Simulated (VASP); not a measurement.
Y: single point with LDA

Y:

```
Y
1.0
     3.53825    0.00000    0.00000
    -1.76912    3.06421    0.00000
     0.00000    0.00000    5.54925
Y
2
Direct
  0.33333 0.66667 0.25000
  0.66667 0.33333 0.75000
```

```json
{"Program": "VASP 6.6.1", "Task": "single point", "Functional": "LDA", "Potentials or basis": "VASP PAW LDA potentials, release 64 (Y_sv)", "Cutoff": "520 eV", "k mesh": "12 × 12 × 6", "Occupations": "fermi-dirac, width 0.15 eV", "Spin": "no spin polarisation", "Dipole correction": "no", "Further INCAR settings": "ALGO = Fast; EDIFF = 1e-06; NBANDS = 18"}
```

```yaml
Pressure: -0.1 GPa
Band_gap_on_the_k_mesh: zero (band 11 reaches 4.53 eV, above the bottom of band 12 at 2.87 eV)
```

Levels at points of the mesh, in eV from the Fermi level:
| k point | band 9 | band 10 | band 11 | band 12 | band 13 | band 14 |
| --- | --- | --- | --- | --- | --- | --- |
| (0.00, 0.00, 0.00) | -4.81 | -2.01 | 1.26 | 1.77 | 1.77 | 2.10 |
| (0.50, 0.00, 0.00) | -1.71 | -1.37 | -0.96 | 0.10 | 1.46 | 1.53 |
| (0.00, 0.00, 0.50) | -3.25 | -3.25 | 0.97 | 0.97 | 1.68 | 1.68 |
| (0.50, 0.00, 0.50) | -1.80 | -1.80 | 0.03 | 0.03 | 1.67 | 1.67 |

Run time: 48 s on 1 thread of Intel(R) Xeon(R) 6975P-C (Granite Rapids), on a shared host, peak memory 0.21 GiB.
